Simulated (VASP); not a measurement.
MgH2Ir2:

```
CELL_PARAMETERS angstrom
2.87382 0.00000 0.00000
-1.43691 2.48880 0.00000
0.00000 0.00000 8.12295
ATOMIC_POSITIONS crystal
Mg 0.00000 0.00000 0.00000
H 0.33333 0.66667 0.24400
H 0.66667 0.33333 0.75600
Ir 0.00000 0.00000 0.33507
Ir 0.00000 0.00000 0.66493
```

The cell was generated, and may not be a known phase.

```yaml
Program: VASP 6.6.1
Task: relaxation of cell and atoms
Functional: PBE
Potentials_or_basis: VASP PAW PBE potentials, release 64 (Mg, H, Ir)
Cutoff: 600 eV
k_mesh: 18 × 18 × 6
Occupations: gaussian, width 0.1 eV
Spin: no spin polarisation
```

At the start: pressure 0.6 GPa; volume 11.62 Å³/atom.

Question: How do energy, volume and symmetry change on relaxing?

Answer: Over 20 steps the energy falls by 6.1 meV/atom and the volume is 11.53 Å³/atom (-0.7 %); space group P-3m1 (No. 164, to 0.1 Å) before and after.

The path:
| step | energy change (eV) | largest force (eV/Å) | pressure (GPa) | volume (Å³) |
| --- | --- | --- | --- | --- |
| 1 | 0.0000 | 0.1856 | 0.62 | 58.10 |
| 2 | -0.0119 | 0.1613 | -0.77 | 58.47 |
| 3 | -0.0126 | 0.1656 | -0.94 | 58.57 |
| 4 | -0.0189 | 0.1845 | 0.22 | 58.08 |
| 5 | -0.0204 | 0.1976 | 1.09 | 57.75 |
| 6 | -0.0245 | 0.1535 | 0.84 | 57.75 |
| 7 | -0.0292 | 0.0538 | 0.31 | 57.77 |
| 8 | -0.0295 | 0.0396 | 0.15 | 57.77 |
| 9 | -0.0294 | 0.0294 | 0.16 | 57.77 |
| 10 | -0.0296 | 0.0268 | 0.01 | 57.83 |
| 11 | -0.0296 | 0.0204 | -0.17 | 57.89 |
| 12 | -0.0298 | 0.0236 | -0.11 | 57.86 |
| 13 | -0.0300 | 0.0340 | 0.10 | 57.75 |
| 14 | -0.0300 | 0.0287 | 0.05 | 57.75 |
| 15 | -0.0301 | 0.0166 | -0.05 | 57.74 |
| 16 | -0.0301 | 0.0145 | -0.07 | 57.74 |
| 17 | -0.0302 | 0.0130 | -0.02 | 57.71 |
| 18 | -0.0302 | 0.0104 | 0.10 | 57.64 |
| 19 | -0.0303 | 0.0057 | 0.07 | 57.65 |
| 20 | -0.0303 | 0.0028 | -0.02 | 57.67 |

Final structure:
```
CELL_PARAMETERS angstrom
2.83181 0.00000 0.00000
-1.41591 2.45242 0.00000
0.00000 0.00000 8.30413
ATOMIC_POSITIONS crystal
Mg 0.00000 0.00000 0.00000
H 0.33333 0.66667 0.23486
H 0.66667 0.33333 0.76514
Ir 0.00000 0.00000 0.33490
Ir 0.00000 0.00000 0.66510
```
